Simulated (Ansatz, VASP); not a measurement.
H2WO4: VASP beside Ansatz

File INCAR:

```
  PREC = Accurate
  ENCUT = 520
  EDIFF = 1E-6
  ISMEAR = 0
  SIGMA = 0.01
  LREAL = False
  LASPH = True
  NELM = 100
  ALGO = Normal
  ISIF = 2
  LWAVE = False
  LCHARG = True
  GGA = PE
  LELF = True
  LVHAR = True
  NBANDS = 29
```

KPOINTS

```
regular mesh
0
Gamma
  1 1 1
```

The input POSCAR:

```
H2WO4
1.0
   11.5800000000      0.0000000000      0.0000000000
    0.0000000000     12.9100000000      0.0000000000
    0.0000000000      0.0000000000     11.1300000000
W O H
1 4 2
Direct
    0.4999050100      0.4998776100      0.5050215600
    0.5767538900      0.5822897000      0.5958805000
    0.4230561300      0.4174647600      0.5958805000
    0.6044179600      0.4230379600      0.4099020700
    0.3953929200      0.5767165000      0.4099020700
    0.6112098400      0.3485670000      0.4043126700
    0.3886010400      0.6511874500      0.4043126700
```

Input for Ansatz:

```yaml
crystal:
  lattice:
    - [11.58, 0.0, 0.0]
    - [0.0, 12.91, 0.0]
    - [0.0, 0.0, 11.13]
  atoms:
    - { symbol: W, position: [0.49990501, 0.49987761, 0.50502156] }
    - { symbol: O, position: [0.57675389, 0.5822897, 0.5958805] }
    - { symbol: O, position: [0.42305613, 0.41746476, 0.5958805] }
    - { symbol: O, position: [0.60441796, 0.42303796, 0.40990207] }
    - { symbol: H, position: [0.61120984, 0.348567, 0.40431267] }
    - { symbol: O, position: [0.39539292, 0.5767165, 0.40990207] }
    - { symbol: H, position: [0.38860104, 0.65118745, 0.40431267] }
basis:
  ecutwfc: 420
  ecutrho_ratio: 4
kpoints:
  mp_grid: { grid: [1, 1, 1] }
hamiltonian:
  xc: pbe
scf:
  occupations: { method: gaussian, width: 0.01 }
output:
  forces: true
  eigenvalues: true
  populations: true
```

Alike in both runs: task single point; functional PBE; k mesh 1 × 1 × 1; occupations gaussian, width 0.01 eV; no spin polarisation.

|  | VASP | Ansatz |
| --- | --- | --- |
| version | VASP 6.6.1 | Ansatz 0.2.0 |
| potentials or method | VASP PAW PBE potentials, release 64 (W_sv, O, H), cutoff 520 eV | scalar-relativistic, plane waves, PAW |
| valence electrons in the cell | 40 | 40 |

```csv
,VASP,Ansatz,Ansatz less VASP
gap on the k mesh at the Fermi level (eV),4.80,4.81,+0.008
rms of the force components (eV/Å),0.304,0.103,-0.2012
```

One of these differences is far larger than is usual between the two programs; its cause wasn't traced. The functional is the same, so the differences come from potentials, cutoffs and numerics. Ansatz's warnings: structure snapped to symmetry.

Neither program's run includes spin-orbit coupling.
